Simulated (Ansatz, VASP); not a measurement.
Al in VASP and in Ansatz

INCAR

```
SYSTEM = Al
ALGO = Normal ; EDIFF = 1E-7
EDIFFG = -0.05 ; ENCUT = 500
GGA = PE ; GGA_COMPAT = .FALSE.
IBRION = 2 ; ISIF = 3
ISMEAR = 0 ; IVDW = 12
LASPH = .TRUE. ; LCHARG = .FALSE.
LREAL = .FALSE. ; LWAVE = .FALSE.
NELM = 120 ; NELMIN = 4
NSW = 80 ; PREC = Accurate
SIGMA = 0.1
```

Contents of KPOINTS:

```
k-points
0
G
  8 8 8
  0 0 0
```

File POSCAR:

```
Al
1.0
    0.0000000000      2.1676201200      2.1676201200
    2.1676201200      0.0000000000      2.1676201200
    2.1676201200      2.1676201200      0.0000000000
Al
1
Direct
    0.0000000000      0.0000000000      0.0000000000
```

Input for Ansatz:

```yaml
crystal:
  lattice:
    - [0.0, 2.16762012, 2.16762012]
    - [2.16762012, 0.0, 2.16762012]
    - [2.16762012, 2.16762012, 0.0]
  atoms:
    - { symbol: Al, position: [0.0, 0.0, 0.0] }
basis:
  ecutwfc: 420
kpoints:
  mp_grid: { grid: [8, 8, 8] }
hamiltonian:
  xc: pbe
  dispersion: d3bj
scf:
  occupations: { method: gaussian, width: 0.1 }
output:
  forces: true
  stress: true
  eigenvalues: true
relax:
  adjacent_minimum: "off"
  f_tol: 0.05
  max_steps: 60
  cell: { stress_tol: 0.5 }
```

Alike in both runs: task relaxation of cell and atoms; functional PBE; dispersion D3(BJ); k mesh 8 × 8 × 8; occupations gaussian, width 0.1 eV; no spin polarisation.

```csv
,VASP,Ansatz
version,VASP 6.6.1,Ansatz 0.2.0
potentials or method,"VASP PAW PBE potentials, release 64 (Al), cutoff 500 eV","scalar-relativistic, plane waves, PAW"
valence electrons in the cell,3,3
```

|  | VASP | Ansatz | Ansatz less VASP |
| --- | --- | --- | --- |
| gap on the k mesh at the Fermi level, each at its own relaxed structure (eV) | none | none | - |
| relaxed volume (Å³/atom) | 15.85 | 15.85 | 0.000 |
| relaxed cell length with the largest relative difference (Å) | 2.820 | 2.820 | 0.0000 |

A gap of «none» marks a metal or a gap that the smearing closes.

Noted on VASP's run: the volume moved by over 15 % at a fixed basis, so the end points are rough.
